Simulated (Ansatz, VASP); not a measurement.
**Mg in VASP and in Ansatz**

```
Mg
1.0
     3.20930    0.00000    0.00000
    -1.60465    2.77934    0.00000
     0.00000    0.00000    5.21030
Mg
2
Direct
  0.33333 0.66667 0.25000
  0.66667 0.33333 0.75000
```

Alike in both runs: task relaxation of cell and atoms; functional r2SCAN; k mesh 15 × 15 × 8; occupations gaussian, width 0.1 eV; no spin polarisation.

|  | VASP | Ansatz |
| --- | --- | --- |
| version | VASP 6.6.1 | Ansatz 0.2.0 |
| potentials or method | VASP PAW PBE potentials, release 64 (Mg), cutoff 600 eV | scalar-relativistic, plane waves, PAW |
| valence electrons in the cell | 4 | 20 |

Ansatz gave:

| Item | Value |
| --- | --- |
| gap on the k mesh at the Fermi level, each at its own relaxed structure (eV) | none |
| relaxed volume (Å³/atom) | 22.53 |
| relaxed cell length with the largest relative difference (Å) | 5.107 |

Question: Which values does VASP return?

Answer: gap on the k mesh at the Fermi level, each at its own relaxed structure (eV): none; relaxed volume (Å³/atom): 22.39; relaxed cell length with the largest relative difference (Å): 5.093.

VASP's potentials were made for PBE, not for r2SCAN. A gap of «none» marks a metal or a gap that the smearing closes. VASP's potentials hold 4 valence electrons a cell and Ansatz's 20, so a difference there can come from the potentials and not from the codes.
